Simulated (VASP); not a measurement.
A run of VASP 6.6.1:

Contents of INCAR:

```
SYSTEM = WC
  ALGO = Normal
  EDIFF = 1E-6
  ENCUT = 520
  GGA = PE
  ISIF = 2
  ISMEAR = 0
  LASPH = .TRUE.
  LCHARG = .FALSE.
  LREAL = .FALSE.
  LWAVE = .FALSE.
  NBANDS = 16
  NELM = 80
  PREC = Accurate
  SIGMA = 0.02
```

File KPOINTS:

```
k-points
0
G
  10 10 10
  0 0 0
```

Contents of POSCAR:

```
WC
1.0
    0.0000000000      2.1926840000      2.1926840000
    2.1926840000      0.0000000000      2.1926840000
    2.1926840000      2.1926840000      0.0000000000
W C
1 1
Direct
    0.0000000000      0.0000000000      0.0000000000
    0.5000000000      0.5000000000      0.5000000000
```

Potentials or basis: VASP PAW PBE potentials, release 64 (W_sv, C).

Run with:

```console
$ cat potpaw_PBE.64/W_sv/POTCAR potpaw_PBE.64/C/POTCAR > POTCAR
$ mpirun -np 1 vasp_std > vasp.out
```

Hardware: 1 thread of Intel Xeon 6975P-C (shared host).

Estimate the wall time of this run.

It took 5.6 s on 1 thread of Intel Xeon 6975P-C (shared host), peak memory 0.15 GiB. Counts: scf iterations 13, k points 47.
